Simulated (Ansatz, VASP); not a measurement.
**Ca in VASP and in Ansatz**

```xyz
1
Lattice="0.0000 2.6936 2.6936 2.6936 0.0000 2.6936 2.6936 2.6936 0.0000" Properties=species:S:1:pos:R:3 pbc="T T T"
Ca    0.0000    0.0000    0.0000
```

Alike in both runs: task single point; functional RPBE; k mesh 16 × 16 × 16; occupations fermi-dirac, width 0.1 eV; no spin polarisation.

|  | VASP | Ansatz |
| --- | --- | --- |
| version | VASP 6.6.1 | Ansatz 0.2.0 |
| potentials or method | VASP PAW PBE potentials, release 64 (Ca_sv), cutoff 520 eV | plane waves (420 eV) with PAW, scalar-relativistic |
| valence electrons in the cell | 10 | 10 |

```csv
,VASP,Ansatz,Ansatz less VASP
pressure (GPa),2.6,2.6,0.00
```

VASP's potentials were made for PBE, not for RPBE. The functional is the same, so the differences come from potentials, cutoffs and numerics.
